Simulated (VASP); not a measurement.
Crystal: SiC3.

```
C Si
1.0
     2.79640    0.00000    0.00000
     0.00000    2.79640    0.00000
     0.00000    0.00000    4.09004
C Si
3 1
Cartesian
  1.3982 0.0000 3.2159
  1.3982 1.3982 0.0000
  0.0000 1.3982 0.8742
  0.0000 0.0000 2.0450
```

Base run:

| Quantity | Value |
| --- | --- |
| Program | VASP 6.6.1 |
| Functional | r2SCAN |
| Potentials or basis | VASP PAW PBE potentials, release 64 (C, Si) |
| Cutoff | 520 eV |
| k mesh | 10 × 10 × 6 |
| Occupations | gaussian, width 0.01 eV |
| Spin | no spin polarisation |

Its results: band gap on the k mesh 1.68 eV (least direct gap 2.15 eV); pressure 0.0 GPa; largest force 0.045 eV/Å.

Task: The run is repeated on the same cell with these changes: k mesh from 10 × 10 × 6 to 8 × 8 × 6. What comes out?

Result: Band gap on the k mesh 1.78 eV (least direct gap 2.15 eV); pressure 0.0 GPa; largest force 0.046 eV/Å.

Caveats: the PAW data sets were made with another functional, which shifts forces and pressure a little.

A k mesh can miss the band edges.
